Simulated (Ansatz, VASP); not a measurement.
## Two plane-wave programs on CoSi2

Contents of INCAR:

```
SYSTEM = CoSi2
  ALGO = Normal
  EDIFF = 1E-6
  ENCUT = 520
  GGA = PS
  ISIF = 2
  ISMEAR = 0
  ISPIN = 2
  IVDW = 12
  LASPH = .True.
  LCHARG = .False.
  LMAXMIX = 4
  LORBIT = 11
  LREAL = .False.
  LWAVE = .False.
  MAGMOM = 0.05 0 0
  NBANDS = 20
  NELM = 150
  PREC = Accurate
  SIGMA = 0.05
```

Contents of KPOINTS:

```
k-points
0
Gamma
  8 8 8
  0 0 0
```

File POSCAR:

```
CoSi2
1.0
    0.0000000000      2.6824999877      2.6824999877
    2.6824999877      0.0000000000      2.6824999877
    2.6824999877      2.6824999877      0.0000000000
Co Si
1 2
Direct
    0.0000000000      0.0000000000      0.0000000000
    0.2500000000      0.2500000000      0.2500000000
    0.7500000000      0.7500000000      0.7500000000
```

Input for Ansatz:

```yaml
crystal:
  lattice:
    - [0.0, 2.6824999877, 2.6824999877]
    - [2.6824999877, 0.0, 2.6824999877]
    - [2.6824999877, 2.6824999877, 0.0]
  atoms:
    - { symbol: Co, position: [0.0, 0.0, 0.0], spin: 0.05 }
    - { symbol: Si, position: [0.25, 0.25, 0.25] }
    - { symbol: Si, position: [0.75, 0.75, 0.75] }
basis:
  ecutwfc: 420
  ecutrho_ratio: 4
kpoints:
  mp_grid: { grid: [8, 8, 8] }
hamiltonian:
  xc: pbesol
  dispersion: d3bj
scf:
  occupations: { method: gaussian, width: 0.05 }
output:
  forces: true
  stress: true
  eigenvalues: true
  populations: true
magnetization:
  spin_polarized: true
checkpoint:
  read: start.run
  write: ck
  compress: false
  write_wavefunctions: false
  write_every: 100000
```

Alike in both runs: task single point; functional PBEsol; dispersion D3(BJ); k mesh 8 × 8 × 8; occupations gaussian, width 0.05 eV; collinear spin.

|  | VASP | Ansatz |
| --- | --- | --- |
| version | VASP 6.6.1 | Ansatz 0.2.0 |
| potentials or method | VASP PAW PBE potentials, release 64 (Co, Si), cutoff 520 eV | scalar-relativistic, plane waves, PAW |
| valence electrons in the cell | 17 | 25 |

VASP gave:

```
gap on the k mesh at the Fermi level (eV) : none
pressure (GPa)                            : -10.0
net moment per atom (μB)                  : 0.00
```

Problem. Which values does Ansatz return?

Solution. gap on the k mesh at the Fermi level (eV): none; pressure (GPa): -10.2; net moment per atom (μB): 0.00.

VASP's potentials were made for PBE, not for PBEsol. A gap of «none» marks a metal or a gap that the smearing closes. VASP's potentials hold 17 valence electrons a cell and Ansatz's 25, so a difference there can come from the potentials and not from the codes. Ansatz's warnings: seeded moment not kept.
